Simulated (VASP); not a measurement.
# Be (P6_3/mmc) in VASP: further runs

Runs on Be. Level: LDA. Tasks: single point.

All numbers are computed with VASP 6.6.1; they aren't measurements. Logs are shortened: lines on timing, memory, paths and dates and some standing lists are left out, and cuts for length are marked.

**1. The cell of the first run**

Symmetry: P6_3/mmc, No. 194, hexagonal system. The conventional cell has a = 2.226 Å, b = 2.226 Å, c = 3.341 Å, α = 90.00°, β = 90.00°, γ = 120.00°. Within 2.8 Å of Be (site symmetry -6m2) lie 12 Be at 2.11 to 2.23 Å.

**2. Single point, LDA (strain +0.000 along x and y, -0.050 along z)**

The input, INCAR:

```
PREC = Accurate
ENCUT = 520
EDIFF = 1E-6
ISMEAR = 0
SIGMA = 0.15
LREAL = False
LASPH = True
NELM = 80
ALGO = Normal
ISIF = 2
LWAVE = False
LCHARG = False
NBANDS = 9
```

The input, KPOINTS:

```
regular mesh
0
Gamma
  30 30 18
```

The input, POSCAR:

```
Be
1.0
    2.2262148884      0.0000000000      0.0000000000
   -1.1131074442      1.9279586477      0.0000000000
    0.0000000000      0.0000000000      3.3407471787
Be
2
Direct
    0.3333333333      0.6666666667      0.2500000000
    0.6666666667      0.3333333333      0.7500000000
```

Potentials or basis: VASP PAW LDA potentials, release 64 (Be).

Run with:

```bash
cat potpaw_LDA.64/Be/POTCAR > POTCAR
mpirun -np 1 vasp_std > vasp.out
```

OUTCAR:

```text
PREC = Accurate
   ENCUT = 520
   EDIFF = 1E-6
   ISMEAR = 0
   LREAL = False
   LASPH = True
   NELM = 80
   ISIF = 2

 ion  position               nearest neighbor table
   1  0.333  0.667  0.250-   2 2.11   2 2.11   2 2.11   2 2.11   2 2.11   2 2.11
   2  0.667  0.333  0.750-   1 2.11   1 2.11   1 2.11   1 2.11   1 2.11   1 2.11

  LATTYP: Found a hexagonal cell.
 ALAT       =     2.2262148884
 C/A-ratio  =     1.5006400308

  Lattice vectors:

 A1 = (   2.2262148884,   0.0000000000,   0.0000000000)
 A2 = (  -1.1131074442,   1.9279586477,   0.0000000000)
 A3 = (   0.0000000000,   0.0000000000,   3.3407471787)

Analysis of symmetry for initial positions (statically):
=====================================================================
 Subroutine PRICEL returns:
 Original cell was already a primitive cell.

 Routine SETGRP: Setting up the symmetry group for a
 hexagonal supercell.

 Subroutine GETGRP returns: Found 24 space group operations
 (whereof 12 operations were pure point group operations)
 out of a pool of 24 trial point group operations.

The static configuration has the point symmetry D_3d.
 The point group associated with its full space group is D_6h.

Analysis of symmetry for dynamics (positions and initial velocities):
=====================================================================
 Subroutine PRICEL returns:
 Original cell was already a primitive cell.

 Routine SETGRP: Setting up the symmetry group for a
 hexagonal supercell.

 Subroutine GETGRP returns: Found 24 space group operations
 (whereof 12 operations were pure point group operations)
 out of a pool of 24 trial point group operations.

The dynamic configuration has the point symmetry D_3d.
 The point group associated with its full space group is D_6h.

 Subroutine INISYM returns: Found 24 space group operations
 (whereof 12 operations are pure point group operations),
 and found     1 'primitive' translations

----------------------------------------------------------------------------------------

                                     Primitive cell

  volume of cell :      14.3387

  direct lattice vectors                    reciprocal lattice vectors
     2.226214888  0.000000000  0.000000000     0.449192935  0.259341662  0.000000000
    -1.113107444  1.927958648  0.000000000     0.000000000  0.518683324  0.000000000
     0.000000000  0.000000000  3.340747179     0.000000000  0.000000000  0.299334235

  length of vectors
     2.226214888  2.226214888  3.340747179     0.518683324  0.518683324  0.299334235

[... 82 lines left out ...]
   EDIFFG = 0.1E-04   stopping-criterion for IOM
   NSW    =      0    number of steps for IOM
   IBRION =     -1    ionic relax: 0-MD 1-quasi-New 2-CG
   NFREE  =      0    steps in history (QN), initial steepest desc. (CG)
   ISIF   =      2    stress and relaxation
   ISYM   =      2    0-nonsym 1-usesym 2-fastsym
   POTIM  = 0.5000    time-step for ionic-motion
   TEBEG  =    0.0;   TEEND  =   0.0 temperature during run
   PSTRESS=    0.0 pullay stress
   NELECT =       4.0000    total number of electrons
   NUPDOWN=      -1.0000    fix difference up-down
   EMIN   =  10.00;   EMAX   =-10.00  energy-range for DOS
   EFERMI =   0.00;   METHOD = LEGACY
   ISMEAR =     0;   SIGMA  =   0.15  broadening in eV -4-tet -1-fermi 0-gaus
   EFERMI_NEDOS =   21; number of points for ismear=-14 and -15
   IALGO  =     38    algorithm
   IMIX   =      4    mixing-type and parameters
     AMIX     =   0.40;   BMIX     =  1.00
     AMIX_MAG =   1.60;   BMIX_MAG =  1.00
  volume/ion in A,a.u.               =       7.17        48.38
  Fermi-wavevector in a.u.,A,eV,Ry     =   1.069692  2.021425 15.568340  1.144241
  Thomas-Fermi vector in A             =   2.205379
   LORBIT       =      0    0 simple, 1 ext, 2 COOP (PROOUT), +10 PAW based schemes
   GGA     = CA    functional components
   LHFCALC =     F    Hartree Fock is set to
   AEXX    =    0.0000 exact exchange contribution
   IVDW    =     0    specifies the selected vdW correction
   LEPSILON=     F    determine dielectric tensor
   LRPA    =     F    only Hartree local field effects (RPA)
 non-spin polarized calculation
 Gauss-broadening in eV      SIGMA  =   0.15
  energy-cutoff  :      520.00
  volume of cell :       14.34
 maximum number of plane-waves:       400
 NGX is ok and might be reduce to    18
   NGX =  9   NGY =  9   NGZ = 13

 number of electron       4.0000000 magnetization

 Free energy of the ion-electron system (eV)
  ---------------------------------------------------
  ext. energy  EPLUGINS =         0.00000000
  ---------------------------------------------------
  free energy    TOTEN  =        -8.36895015 eV

  energy without entropy =       -8.36796418  energy(sigma->0) =       -8.36845716

 E-fermi :   7.5018     XC(G=0): -10.9452

 val. band max:        7.4806635459   @ k =   0.3000   0.3000   0.3333
 cond. band min:       7.5419586172   @ k =   0.3333   0.0000   0.0000
 fundamental gap:      0.0612950713
 Fermi energy:         7.5018452577

 k-point     1 :       0.0000    0.0000    0.0000
  band No.  band energies     occupation
      1      -4.1401      2.00000
      2       3.2929      2.00000
      3      10.0308      0.00000
      4      23.5430      0.00000
      5      23.5430      0.00000
      6      26.8538      0.00000
      7      26.8538      0.00000
      8      30.7591      0.00000
      9      35.6743      0.00000
[... 265 lines left out ...]
 k-point    24 :       0.2667    0.0333    0.0000
  band No.  band energies     occupation
      1      -1.8397      2.00000
      2       6.4117      2.00000
      3       9.1534      0.00000
      4      15.3617      0.00000
      5      18.2685      0.00000
      6      22.8564      0.00000
      7      24.3873      0.00000
      8      26.8042      0.00000
      9      28.3598      0.00000

 [... further k-points ...]
[... 5 lines left out ...]
  --------------------------------------------------------------------------------------
  -------------------------------------------------------------------------------------
  Total        0.1545482      0.1545482      2.0791458      0.0000000      0.0000000      0.0000000
  in kB       17.2689624     17.2689624    232.3202762      0.0000000      0.0000000      0.0000000
  external PRESSURE =      88.9527336 kB  Pullay stress =       0.0000000 kB

 VOLUME and BASIS-vectors are now :
 -----------------------------------------------------------------------------
  energy-cutoff  :      520.00
  volume of cell :       14.34
      direct lattice vectors                 reciprocal lattice vectors
     2.226214888  0.000000000  0.000000000     0.449192935  0.259341662  0.000000000
    -1.113107444  1.927958648  0.000000000     0.000000000  0.518683324  0.000000000
     0.000000000  0.000000000  3.340747179     0.000000000  0.000000000  0.299334235

 POSITION                                       TOTAL-FORCE (eV/Angst)
 -----------------------------------------------------------------------------------
     -0.00000      1.28531      0.83519         0.000000      0.000000      0.000000
      1.11311      0.64265      2.50556        -0.000000     -0.000000      0.000000
 -----------------------------------------------------------------------------------
    total drift:                                0.000000     -0.000000      0.000000

  FREE ENERGIE OF THE ION-ELECTRON SYSTEM (eV)
  ---------------------------------------------------
  free  energy   TOTEN  =        -8.3689501492 eV

  energy  without entropy=       -8.3679641764  energy(sigma->0) =       -8.36845716
```

Run time: 45 s. Hardware: 1 thread of AMD EPYC 9R45 (Zen 5), shared host; peak memory 0.17 GiB.

Results:

```
Free energy            : -8.3690 eV
Pressure               : 8.9 GPa
Band gap on the k mesh : zero (band 2 reaches 8.67 eV, above the bottom of band 3 at 6.13 eV)
```

Stress tensor (GPa, compression positive):
```
 1.73  0.00  0.00
 0.00  1.73  0.00
 0.00  0.00 23.23
```

Caveat: the cell differs from its parent crystal (strain +0.000 along x and y, -0.050 along z).

**3. Single point, LDA (strain -0.025 along x and y, +0.025 along z)**

The input, INCAR:

```
  PREC = Accurate
  ENCUT = 520
  EDIFF = 1E-6
  ISMEAR = 0
  SIGMA = 0.15
  LREAL = F
  LASPH = T
  NELM = 60
  ALGO = Fast
  ISIF = 2
  LWAVE = F
  LCHARG = F
  NBANDS = 9
```

KPOINTS is that of step 2.

The input, POSCAR:

```
Be
1.0
    2.1705595162      0.0000000000      0.0000000000
   -1.0852797581      1.8797596815      0.0000000000
    0.0000000000      0.0000000000      3.6044903770
Be
2
Direct
    0.3333333333      0.6666666667      0.2500000000
    0.6666666667      0.3333333333      0.7500000000
```

Potentials or basis: VASP PAW LDA potentials, release 64 (Be).

Run with:

```bash
cat potpaw_LDA.64/Be/POTCAR > POTCAR
mpirun -np 1 vasp_std > vasp.out
```

Wall time 32 s (1 thread of AMD EPYC 9R45 (Zen 5), shared host); peak memory 0.17 GiB.

It converged, with:

```yaml
Free_energy: -8.3841 eV
Pressure: 3.9 GPa
Band_gap_on_the_k_mesh: zero (band 2 reaches 8.35 eV, above the bottom of band 3 at 6.48 eV)
```

Stress tensor (GPa, compression positive):
```
10.70  0.00  0.00
 0.00 10.70  0.00
 0.00  0.00 -9.81
```

Levels at points of the mesh, in eV from the Fermi level:
| k point | band 1 | band 2 | band 3 | band 4 | band 5 |
| --- | --- | --- | --- | --- | --- |
| (0.00, 0.00, 0.00) | -11.64 | -5.24 | 0.53 | 17.74 | 17.74 |
| (0.50, 0.00, 0.00) | -5.12 | -3.00 | 3.65 | 6.53 | 6.61 |
| (0.00, 0.00, 0.50) | -9.61 | -9.61 | 9.64 | 9.64 | 19.24 |
| (0.50, 0.00, 0.50) | -3.81 | -3.81 | 2.04 | 2.04 | 13.12 |

Caveat: the cell differs from its parent crystal (strain -0.025 along x and y, +0.025 along z).

**4. Single point, LDA (strain -0.025 along x and y, +0.050 along z)**

The input, INCAR:

```
PREC     = Accurate       # precision mode
ENCUT    = 520            # plane-wave cutoff, eV
EDIFF    = 1E-6           # SCF threshold, eV
ISMEAR   = 0              # smearing method
SIGMA    = 0.15           # smearing width, eV
LREAL    = False          # projectors in reciprocal space
LASPH    = True           # aspherical terms in the spheres
NELM     = 80             # most SCF steps
ALGO     = Fast           # electronic algorithm
ISIF     = 2              # what is computed and relaxed
LWAVE    = False          # write WAVECAR
LCHARG   = True           # write CHGCAR
LELF     = True           # ELF
LVHAR    = True         
NBANDS   = 9              # bands
```

The input, KPOINTS:

```
Automatic mesh
0
Gamma
  30 30 18
```

POSCAR: that of step 3 with these lines changed.

```diff
@@ -4,3 +4,3 @@
    -1.0852797581      1.8797596815      0.0000000000
-    0.0000000000      0.0000000000      3.6044903770
+    0.0000000000      0.0000000000      3.6924047765
 Be
```

Run with:

```bash
cat potpaw_LDA.64/Be/POTCAR > POTCAR
mpirun -np 1 vasp_std > vasp.out
```

Wall time 33 s (1 thread of AMD EPYC 9R45 (Zen 5), shared host); peak memory 0.17 GiB.

The run converged. Its results:

```yaml
Free_energy: -8.3521 eV
Pressure: 0.8 GPa
Band_gap_on_the_k_mesh: zero (band 2 reaches 8.06 eV, above the bottom of band 3 at 6.42 eV)
```

Stress tensor (GPa, compression positive):
```
 10.28   0.00   0.00
  0.00  10.28   0.00
  0.00   0.00 -18.16
```

Levels at points of the mesh, in eV from the Fermi level:
| k point | band 1 | band 2 | band 3 | band 4 | band 5 | band 6 |
| --- | --- | --- | --- | --- | --- | --- |
| (0.00, 0.00, 0.00) | -11.57 | -5.41 | -0.02 | 17.85 | 17.85 | 19.17 |
| (0.50, 0.00, 0.00) | -5.02 | -2.96 | 3.52 | 6.14 | 6.32 | 9.98 |
| (0.00, 0.00, 0.50) | -9.62 | -9.62 | 8.70 | 8.70 | 19.22 | 19.22 |
| (0.50, 0.00, 0.50) | -3.77 | -3.77 | 1.98 | 1.98 | 13.12 | 13.12 |

Caveat: the cell differs from its parent crystal (strain -0.025 along x and y, +0.050 along z).

**5. Overview**

```tsv
cell	gap on the mesh (eV)	pressure (GPa)
a = 2.226, b = 2.226, c = 3.341 Å, angles 90.0, 90.0, 120.0°, 2 atoms	none	8.9
a = 2.171, b = 2.171, c = 3.604 Å, angles 90.0, 90.0, 120.0°, 2 atoms	none	3.9
a = 2.171, b = 2.171, c = 3.692 Å, angles 90.0, 90.0, 120.0°, 2 atoms	none	0.8
```

Alike in all rows: task single point; level LDA; potentials or basis VASP PAW LDA potentials, release 64 (Be); no spin polarisation; k mesh 30 × 30 × 18; cutoff (eV) 520; smearing gaussian 0.15 eV.

Absolute energies hang on the potentials; compare differences alone.
